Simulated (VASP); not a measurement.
# ScBF6 (Pm-3m) in VASP: further runs

Runs on ScBF6. Level: PBE. Tasks: single point.

All numbers are computed with VASP 6.6.1; they aren't measurements. Logs are shortened: lines on timing, memory, paths and dates and some standing lists are left out, and cuts for length are marked.

**1. The cell of the first run**

The structure is cubic, space group Pm-3m (No. 221). The conventional cell has a = 5.366 Å, b = 5.366 Å, c = 5.366 Å, α = 90.00°, β = 90.00°, γ = 90.00°. Sc (site symmetry m-3m) has 24 F at 3.95 Å and 8 B at 4.65 Å and 6 Sc at 5.37 Å within 5.4 Å. B (site symmetry m-3m) has 6 F at 1.58 Å within 2.1 Å. F (site symmetry 4mm) has 1 B at 1.58 Å within 2.1 Å.

The cell was built from a structure type or drawn by symmetry, and may not be a known phase.

**2. Single point, PBE**

The input, INCAR:

```
  PREC = Accurate
  ENCUT = 520
  EDIFF = 1E-6
  ISMEAR = 0
  SIGMA = 0.1
  LREAL = F
  LASPH = T
  NELM = 100
  ALGO = Normal
  ISIF = 2
  LWAVE = F
  LCHARG = F
  GGA = PE
  NBANDS = 38
```

The input, KPOINTS:

```
Automatic mesh
0
Gamma
  8 8 8
```

The input, POSCAR:

```
ScBF6
1.0
    5.3658064736      0.0000000000      0.0000000000
    0.0000000000      5.3658064736      0.0000000000
    0.0000000000      0.0000000000      5.3658064736
Sc B F
1 1 6
Direct
    0.5000000000      0.5000000000      0.5000000000
    0.0000000000      0.0000000000      0.0000000000
    0.2944974392      0.0000000000      0.0000000000
    0.7055025608      0.0000000000      0.0000000000
    0.0000000000      0.2944974392      0.0000000000
    0.0000000000      0.7055025608      0.0000000000
    0.0000000000      0.0000000000      0.2944974392
    0.0000000000      0.0000000000      0.7055025608
```

Potentials or basis: VASP PAW PBE potentials, release 64 (Sc_sv, B, F).

Command:

```console
cat potpaw_PBE.64/Sc_sv/POTCAR potpaw_PBE.64/B/POTCAR potpaw_PBE.64/F/POTCAR > POTCAR
mpirun -np 1 vasp_std > vasp.out
```

OUTCAR:

```text
PREC = Accurate
   ENCUT = 520
   EDIFF = 1E-6
   ISMEAR = 0
   LREAL = F
   LASPH = T
   NELM = 100
   ISIF = 2
   GGA = PE

 ion  position               nearest neighbor table
   1  0.500  0.500  0.500-
   2  0.000  0.000  0.000-   3 1.58   4 1.58   5 1.58   6 1.58   7 1.58   8 1.58
   3  0.294  0.000  0.000-   2 1.58
   4  0.706  0.000  0.000-   2 1.58
   5  0.000  0.294  0.000-   2 1.58
   6  0.000  0.706  0.000-   2 1.58
   7  0.000  0.000  0.294-   2 1.58
   8  0.000  0.000  0.706-   2 1.58

  LATTYP: Found a simple cubic cell.
 ALAT       =     5.3658064736

  Lattice vectors:

 A1 = (   5.3658064736,   0.0000000000,   0.0000000000)
 A2 = (   0.0000000000,   5.3658064736,   0.0000000000)
 A3 = (   0.0000000000,   0.0000000000,   5.3658064736)

Analysis of symmetry for initial positions (statically):
=====================================================================
 Subroutine PRICEL returns:
 Original cell was already a primitive cell.

 Routine SETGRP: Setting up the symmetry group for a
 simple cubic supercell.

 Subroutine GETGRP returns: Found 48 space group operations
 (whereof 48 operations were pure point group operations)
 out of a pool of 48 trial point group operations.

The static configuration has the point symmetry O_h .

Analysis of symmetry for dynamics (positions and initial velocities):
=====================================================================
 Subroutine PRICEL returns:
 Original cell was already a primitive cell.

 Routine SETGRP: Setting up the symmetry group for a
 simple cubic supercell.

 Subroutine GETGRP returns: Found 48 space group operations
 (whereof 48 operations were pure point group operations)
 out of a pool of 48 trial point group operations.

The dynamic configuration has the point symmetry O_h .

 Subroutine INISYM returns: Found 48 space group operations
 (whereof 48 operations are pure point group operations),
 and found     1 'primitive' translations

----------------------------------------------------------------------------------------

                                     Primitive cell

  volume of cell :     154.4917

  direct lattice vectors                    reciprocal lattice vectors
     5.365806474  0.000000000  0.000000000     0.186365275  0.000000000  0.000000000
     0.000000000  5.365806474  0.000000000     0.000000000  0.186365275  0.000000000
     0.000000000  0.000000000  5.365806474     0.000000000  0.000000000  0.186365275

  length of vectors
     5.365806474  5.365806474  5.365806474     0.186365275  0.186365275  0.186365275

  position of ions in fractional coordinates (direct lattice)
     0.500000000  0.500000000  0.500000000
     0.000000000  0.000000000  0.000000000
     0.294497439  0.000000000  0.000000000
     0.705502561  0.000000000  0.000000000
     0.000000000  0.294497439  0.000000000
     0.000000000  0.705502561  0.000000000
     0.000000000  0.000000000  0.294497439
     0.000000000  0.000000000  0.705502561

  ion indices of the primitive-cell ions
   primitive index   ion index
                 1           1
                 2           2
                 3           3
                 4           4
                 5           5
                 6           6
                 7           7
                 8           8

----------------------------------------------------------------------------------------

 KPOINTS: Automatic mesh

Automatic generation of k-mesh.
 Grid dimensions read from file:
 generate k-points for:    8    8    8

 Generating k-lattice:

  Cartesian coordinates                     Fractional coordinates (reciprocal lattice)
     0.023295659  0.000000000  0.000000000     0.125000000  0.000000000  0.000000000
     0.000000000  0.023295659  0.000000000     0.000000000  0.125000000  0.000000000
     0.000000000  0.000000000  0.023295659     0.000000000  0.000000000  0.125000000

  Length of vectors
     0.023295659  0.023295659  0.023295659

  Shift w.r.t. Gamma in fractional coordinates (k-lattice)
     0.000000000  0.000000000  0.000000000

 Subroutine IBZKPT returns following result:
 ===========================================

 Found     35 irreducible k-points:

 Following reciprocal coordinates:
            Coordinates               Weight
  0.000000  0.000000  0.000000      1.000000
  0.125000  0.000000  0.000000      6.000000
  0.250000  0.000000  0.000000      6.000000
  0.375000  0.000000  0.000000      6.000000
  0.500000  0.000000  0.000000      3.000000
  0.125000  0.125000  0.000000     12.000000
[... 16 lines left out ...]
  0.375000  0.375000  0.125000     24.000000
  0.500000  0.375000  0.125000     24.000000
 [... further k-points ...]
   k-points           NKPTS =     35   k-points in BZ     NKDIM =     35   number of bands    NBANDS=     38
   number of dos      NEDOS =    301   number of ions     NIONS =      8
   total plane-waves  NPLWV =  64000
   dimension x,y,z NGX =    40 NGY =   40 NGZ =   40
   dimension x,y,z NGXF=    80 NGYF=   80 NGZF=   80
   ions per type =               1   1   6
   NGX,Y,Z   is equivalent  to a cutoff of  12.39, 12.39, 12.39 a.u.
   NGXF,Y,Z  is equivalent  to a cutoff of  24.79, 24.79, 24.79 a.u.
 SYSTEM =  unknown system
   PREC   = accura    normal or accurate (medium, high low for compatibility)
   ISTART =      0    job   : 0-new  1-cont  2-samecut
   ICHARG =      2    charge: 1-file 2-atom 10-const
   ISPIN  =      1    spin polarized calculation?
   LNONCOLLINEAR =      F non collinear calculations
   LSORBIT =      F    spin-orbit coupling
   LASPH  =      T    aspherical Exc in radial PAW
   ENCUT  =  520.0 eV  38.22 Ry    6.18 a.u.   9.98  9.98  9.98*2*pi/ulx,y,z
   NELM   =    100;   NELMIN=  2; NELMDL= -5     # of ELM steps
   EDIFF  = 0.1E-05   stopping-criterion for ELM
   LREAL  =      F    real-space projection
   EDIFFG = 0.1E-04   stopping-criterion for IOM
   NSW    =      0    number of steps for IOM
   IBRION =     -1    ionic relax: 0-MD 1-quasi-New 2-CG
   NFREE  =      0    steps in history (QN), initial steepest desc. (CG)
   ISIF   =      2    stress and relaxation
   ISYM   =      2    0-nonsym 1-usesym 2-fastsym
   POTIM  = 0.5000    time-step for ionic-motion
   TEBEG  =    0.0;   TEEND  =   0.0 temperature during run
   PSTRESS=    0.0 pullay stress
   NELECT =      56.0000    total number of electrons
   NUPDOWN=      -1.0000    fix difference up-down
   EMIN   =  10.00;   EMAX   =-10.00  energy-range for DOS
   EFERMI =   0.00;   METHOD = LEGACY
   ISMEAR =     0;   SIGMA  =   0.10  broadening in eV -4-tet -1-fermi 0-gaus
   EFERMI_NEDOS =   21; number of points for ismear=-14 and -15
   IALGO  =     38    algorithm
   IMIX   =      4    mixing-type and parameters
     AMIX     =   0.40;   BMIX     =  1.00
     AMIX_MAG =   1.60;   BMIX_MAG =  1.00
  volume/ion in A,a.u.               =      19.31       130.32
  Fermi-wavevector in a.u.,A,eV,Ry     =   1.167264  2.205810 18.538016  1.362506
  Thomas-Fermi vector in A             =   2.303767
   LORBIT       =      0    0 simple, 1 ext, 2 COOP (PROOUT), +10 PAW based schemes
   GGA     = PE    functional components
   LHFCALC =     F    Hartree Fock is set to
   AEXX    =    0.0000 exact exchange contribution
   IVDW    =     0    specifies the selected vdW correction
   LEPSILON=     F    determine dielectric tensor
   LRPA    =     F    only Hartree local field effects (RPA)
 non-spin polarized calculation
 Gauss-broadening in eV      SIGMA  =   0.10
  energy-cutoff  :      520.00
  volume of cell :      154.49
 maximum number of plane-waves:      4224
 NGX is ok and might be reduce to    40
   NGX = 19   NGY = 19   NGZ = 19

 number of electron      55.9999955 magnetization

 Free energy of the ion-electron system (eV)
  ---------------------------------------------------
  ext. energy  EPLUGINS =         0.00000000
  ---------------------------------------------------
  free energy    TOTEN  =       -33.23922937 eV

  energy without entropy =      -33.11334624  energy(sigma->0) =      -33.17628780

 E-fermi :  -1.7632     XC(G=0):  -7.0562

 val. band max:       -1.7654446944   @ k =   0.1250   0.1250   0.1250
 cond. band min:      -1.7597489831   @ k =   0.2500   0.0000   0.0000
 fundamental gap:      0.0056957113
 Fermi energy:        -1.7631738057

 k-point     1 :       0.0000    0.0000    0.0000
  band No.  band energies     occupation
      1     -53.9742      2.00000
      2     -32.5408      2.00000
      3     -32.5408      2.00000
      4     -32.5408      2.00000
      5     -24.4031      2.00000
      6     -22.4799      2.00000
[... 30 lines left out ...]
     37       4.6439      0.00000
     38       6.9627      0.00000

 k-point     2 :       0.1250    0.0000    0.0000
  band No.  band energies     occupation
      1     -53.9742      2.00000
      2     -32.5408      2.00000
      3     -32.5408      2.00000
      4     -32.5408      2.00000
      5     -24.3909      2.00000
      6     -22.5700      2.00000
[... 30 lines left out ...]
     37       4.6567      0.00000
     38       7.0095      0.00000

 k-point     3 :       0.2500    0.0000    0.0000
  band No.  band energies     occupation
      1     -53.9742      2.00000
      2     -32.5409      2.00000
      3     -32.5407      2.00000
      4     -32.5407      2.00000
      5     -24.3598      2.00000
      6     -22.7284      2.00000
[... 30 lines left out ...]
     37       4.6886      0.00000
[... 781 lines left out ...]
 k-point    23 :       0.3750    0.3750    0.1250
  band No.  band energies     occupation
      1     -53.9742      2.00000
      2     -32.5409      2.00000
      3     -32.5409      2.00000
      4     -32.5408      2.00000
      5     -24.2277      2.00000
      6     -22.8617      2.00000
[... 30 lines left out ...]
     37       4.4195      0.00000
     38       7.9620      0.00000

 k-point    24 :       0.5000    0.3750    0.1250
  band No.  band energies     occupation
      1     -53.9742      2.00000
      2     -32.5410      2.00000
      3     -32.5409      2.00000
      4     -32.5408      2.00000
      5     -24.2110      2.00000
      6     -22.9026      2.00000
[... 30 lines left out ...]
     37       4.4290      0.00000
     38       7.7813      0.00000

 [... further k-points ...]

------------------------ aborting loop because EDIFF is reached ----------------------------------------

  FORCE on cell =-STRESS in cart. coord.  units (eV):
  Direction    XX          YY          ZZ          XY          YZ          ZX
  --------------------------------------------------------------------------------------
  -------------------------------------------------------------------------------------
  Total       -0.0284501     -0.0284501     -0.0284501      0.0000000     -0.0000000      0.0000000
  in kB       -0.2950452     -0.2950452     -0.2950452      0.0000000     -0.0000000      0.0000000
  external PRESSURE =      -0.2950452 kB  Pullay stress =       0.0000000 kB

 VOLUME and BASIS-vectors are now :
 -----------------------------------------------------------------------------
  energy-cutoff  :      520.00
  volume of cell :      154.49
      direct lattice vectors                 reciprocal lattice vectors
     5.365806474  0.000000000  0.000000000     0.186365275  0.000000000  0.000000000
     0.000000000  5.365806474  0.000000000     0.000000000  0.186365275  0.000000000
     0.000000000  0.000000000  5.365806474     0.000000000  0.000000000  0.186365275

 POSITION                                       TOTAL-FORCE (eV/Angst)
 -----------------------------------------------------------------------------------
      2.68290      2.68290      2.68290         0.000000      0.000000      0.000000
      0.00000      0.00000      0.00000         0.000000      0.000000      0.000000
      1.58022      0.00000      0.00000         0.074463     -0.000000      0.000000
      3.78559      0.00000      0.00000        -0.074463      0.000000      0.000000
      0.00000      1.58022      0.00000         0.000000      0.074463      0.000000
      0.00000      3.78559      0.00000        -0.000000     -0.074463      0.000000
      0.00000      0.00000      1.58022        -0.000000     -0.000000      0.074463
      0.00000      0.00000      3.78559         0.000000      0.000000     -0.074463
 -----------------------------------------------------------------------------------
    total drift:                               -0.000000      0.000000     -0.000000

  FREE ENERGIE OF THE ION-ELECTRON SYSTEM (eV)
  ---------------------------------------------------
  free  energy   TOTEN  =       -33.2392293719 eV

  energy  without entropy=      -33.1133462369  energy(sigma->0) =      -33.17628780
```

Wall time 5.5 min (1 thread of Intel Xeon 6975P-C (Granite Rapids), shared host); peak memory 0.35 GiB.

Results:

```
Free energy            : -33.2392 eV
Pressure               : 0.0 GPa
Largest force          : 0.074 eV/Å
Band gap on the k mesh : zero (bands 28 and 29 overlap by 0.05 eV)
```

Forces in eV/Å, atoms in the order of the input:
```
Sc   0.000  0.000  0.000
B    0.000  0.000  0.000
F    0.074  0.000  0.000
F   -0.074  0.000  0.000
F    0.000  0.074  0.000
F    0.000 -0.074  0.000
F    0.000  0.000  0.074
F    0.000  0.000 -0.074
```

Levels at points of the mesh, in eV from the Fermi level:
```tsv
k point	band 25	band 26	band 27	band 28	band 29	band 30	band 31	band 32
(0.00, 0.00, 0.00)	-1.03	-0.02	-0.02	0.07	0.07	0.07	0.23	0.23
(0.50, 0.00, 0.00)	-0.73	-0.18	-0.18	0.02	0.06	0.07	0.22	0.27
(0.50, 0.50, 0.00)	-0.49	-0.20	-0.20	-0.15	0.03	0.14	0.18	0.25
(0.50, 0.50, 0.50)	-0.47	-0.47	-0.15	-0.15	0.11	0.11	0.24	0.24
```

**3. Single point, PBE**

This run uses another cell than the first one, of 12.20 Å³/atom.

The input, INCAR:

```
SYSTEM = ScBF6
PREC = Accurate
ENCUT = 520
EDIFF = 1E-6
ISMEAR = 0
SIGMA = 0.1
LREAL = .FALSE.
LASPH = .TRUE.
NELM = 100
ALGO = Normal
ISIF = 2
LWAVE = .FALSE.
LCHARG = .TRUE.
GGA = PE
LELF = .TRUE.
LVHAR = .TRUE.
NBANDS = 38
```

The input, KPOINTS:

```
regular mesh
0
G
  4 4 4
  0 0 0
```

The input, POSCAR:

```
ScBF6
1.0
    4.6044888300      0.0000000000      0.0000000000
    0.0000000000      4.6044888300      0.0000000000
    0.0000000000      0.0000000000      4.6044888300
Sc B F
1 1 6
Direct
    0.5000000000      0.5000000000      0.5000000000
    0.0000000000      0.0000000000      0.0000000000
    0.3789564400      0.0000000000      0.0000000000
    0.6210435600      0.0000000000      0.0000000000
    0.0000000000      0.3789564400      0.0000000000
    0.0000000000      0.6210435600      0.0000000000
    0.0000000000      0.0000000000      0.3789564400
    0.0000000000      0.0000000000      0.6210435600
```

Potentials or basis: VASP PAW PBE potentials, release 64 (Sc_sv, B, F).

Command:

```console
cat potpaw_PBE.64/Sc_sv/POTCAR potpaw_PBE.64/B/POTCAR potpaw_PBE.64/F/POTCAR > POTCAR
mpirun -np 1 vasp_std > vasp.out
```

OUTCAR:

```text
SYSTEM = ScBF6
   PREC = Accurate
   ENCUT = 520
   EDIFF = 1E-6
   ISMEAR = 0
   LREAL = .FALSE.
   LASPH = .TRUE.
   NELM = 100
   ISIF = 2
   GGA = PE

 ion  position               nearest neighbor table
   1  0.500  0.500  0.500-
   2  0.000  0.000  0.000-   3 1.74   4 1.74   5 1.74   6 1.74   7 1.74   8 1.74
   3  0.379  0.000  0.000-   4 1.11   2 1.74
   4  0.621  0.000  0.000-   3 1.11   2 1.74
   5  0.000  0.379  0.000-   6 1.11   2 1.74
   6  0.000  0.621  0.000-   5 1.11   2 1.74
   7  0.000  0.000  0.379-   8 1.11   2 1.74
[... 606 lines left out ...]
  Total       62.3873927     62.3873927     62.3873927      0.0000000      0.0000000      0.0000000
  in kB     1023.9132129   1023.9132129   1023.9132129      0.0000000      0.0000000      0.0000000
  external PRESSURE =    1023.9132129 kB  Pullay stress =       0.0000000 kB

 VOLUME and BASIS-vectors are now :
 -----------------------------------------------------------------------------
  energy-cutoff  :      520.00
  volume of cell :       97.62
      direct lattice vectors                 reciprocal lattice vectors
     4.604488830  0.000000000  0.000000000     0.217179374  0.000000000  0.000000000
     0.000000000  4.604488830  0.000000000     0.000000000  0.217179374  0.000000000
     0.000000000  0.000000000  4.604488830     0.000000000  0.000000000  0.217179374

 POSITION                                       TOTAL-FORCE (eV/Angst)
 -----------------------------------------------------------------------------------
      2.30224      2.30224      2.30224        -0.000000      0.000000      0.000000
      0.00000      0.00000      0.00000        -0.000000      0.000000      0.000000
      1.74490      0.00000      0.00000       -40.404637      0.000000      0.000000
      2.85959      0.00000      0.00000        40.404637     -0.000000     -0.000000
      0.00000      1.74490      0.00000        -0.000000    -40.404637      0.000000
      0.00000      2.85959      0.00000        -0.000000     40.404637     -0.000000
      0.00000      0.00000      1.74490        -0.000000     -0.000000    -40.404637
      0.00000      0.00000      2.85959        -0.000000      0.000000     40.404637
 -----------------------------------------------------------------------------------
    total drift:                                0.000000      0.000000      0.000000

  FREE ENERGIE OF THE ION-ELECTRON SYSTEM (eV)
  ---------------------------------------------------
  free  energy   TOTEN  =         4.5423665151 eV

  energy  without entropy=        4.5948438841  energy(sigma->0) =        4.56860520
```

It took 28 s on 1 thread of Intel Xeon 6975P-C (Granite Rapids), shared host; peak memory 0.21 GiB.

What came out:

* Free energy: 4.5424 eV
* Pressure: 102.4 GPa
* Largest force: 40.405 eV/Å
* Band gap on the k mesh: zero (bands 28 and 29 overlap by 0.66 eV)

Forces on the atoms (eV/Å):
```
Sc    0.000   0.000   0.000
B     0.000   0.000   0.000
F   -40.405   0.000   0.000
F    40.405   0.000   0.000
F     0.000 -40.405   0.000
F     0.000  40.405   0.000
F     0.000   0.000 -40.405
F     0.000   0.000  40.405
```

Levels at points of the mesh, in eV from the Fermi level:
```tsv
k point	band 25	band 26	band 27	band 28	band 29	band 30
(0.00, 0.00, 0.00)	-5.20	-2.51	-0.43	-0.43	-0.34	-0.34
(0.50, 0.00, 0.00)	-5.19	-1.48	-1.34	-0.17	-0.02	-0.02
(0.50, 0.50, 0.00)	-5.84	-3.18	-0.40	0.19	0.25	0.67
(0.50, 0.50, 0.50)	-5.86	-4.78	0.33	0.33	0.33	0.66
```

Caveat: the standard files for N, O and F lose accuracy on very short bonds; the cell stands under pressure; forces of over 1 eV/Å act on the atoms, so gaps and moduli don't describe the material at rest.
